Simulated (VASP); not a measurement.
Crystal: CdSe.

```
Cd Se
1.0
     0.00000    3.07027    3.07027
     3.07027    0.00000    3.07027
     3.07027    3.07027    0.00000
Cd Se
1 1
Direct
  0.00000 0.00000 0.00000
  0.25000 0.25000 0.25000
```

Base run:

```yaml
Program: VASP 6.6.1
Functional: PBEsol
Potentials_or_basis: VASP PAW PBE potentials, release 64 (Cd, Se)
Cutoff: 520 eV
k_mesh: 8 × 8 × 8
Occupations: fermi-dirac, width 0.03 eV
Spin: no spin polarisation
```

Its results: band gap on the k mesh 0.43 eV; pressure -1.1 GPa.

**Question.** The run is repeated on the same cell with these changes: functional from PBEsol to r2SCAN. What comes out?

**Answer.** Band gap on the k mesh 1.02 eV; pressure 0.1 GPa.

Caveats: the PAW data sets were made with another functional, which shifts forces and pressure a little; semilocal functionals underestimate gaps, and a narrow one can read as zero (at least some runs).

